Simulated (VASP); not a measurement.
Runs of VASP 6.6.1 on V. The structure is that of space group P6_3/mmc (No. 194), or close to it. The cells are those of the table. This isn't the form of V at room conditions, which is bcc.

```tsv
cell	k mesh	gap on the mesh (eV)	pressure (GPa)
a = 2.589, b = 2.589, c = 4.725 Å, angles 90.0, 90.0, 120.0°, 2 atoms	15 × 15 × 8	none	(b)
a = 2.624, b = 2.624, c = 4.790 Å, angles 90.0, 90.0, 120.0°, 2 atoms	22 × 22 × 11	none	0.3
a = 2.725, b = 2.725, c = 4.975 Å, angles 90.0, 90.0, 120.0°, 2 atoms	15 × 15 × 8	none	-14.0
a = 2.659, b = 2.659, c = 4.853 Å, angles 90.0, 90.0, 120.0°, 2 atoms	15 × 15 × 8	none	-5.5
a = 2.624, b = 2.624, c = 4.790 Å, angles 90.0, 90.0, 120.0°, 2 atoms	13 × 13 × 7	none	0.3
a = 2.624, b = 2.624, c = 4.790 Å, angles 90.0, 90.0, 120.0°, 2 atoms	15 × 15 × 8	none	0.3
a = 2.515, b = 2.515, c = 4.590 Å, angles 90.0, 90.0, 120.0°, 2 atoms	15 × 15 × 8	none	(a)
a = 2.693, b = 2.693, c = 4.915 Å, angles 90.0, 90.0, 120.0°, 2 atoms	15 × 15 × 8	none	-10.2
```

Alike in all rows: task single point; level BLYP; potentials or basis VASP PAW PBE potentials, release 64 (V_sv); no spin polarisation; cutoff (eV) 520; smearing fermi-dirac 0.1 eV.

**Question.** Fill in the values left out.

**Answer.** (a) 26.3; (b) 7.3.

Caveats: the PAW data sets were made with another functional, which shifts forces and pressure a little; the cell stands under tension (at least some runs); the cell stands under pressure (at least some runs).

A gap of «none» marks levels without a gap at the run's occupations.
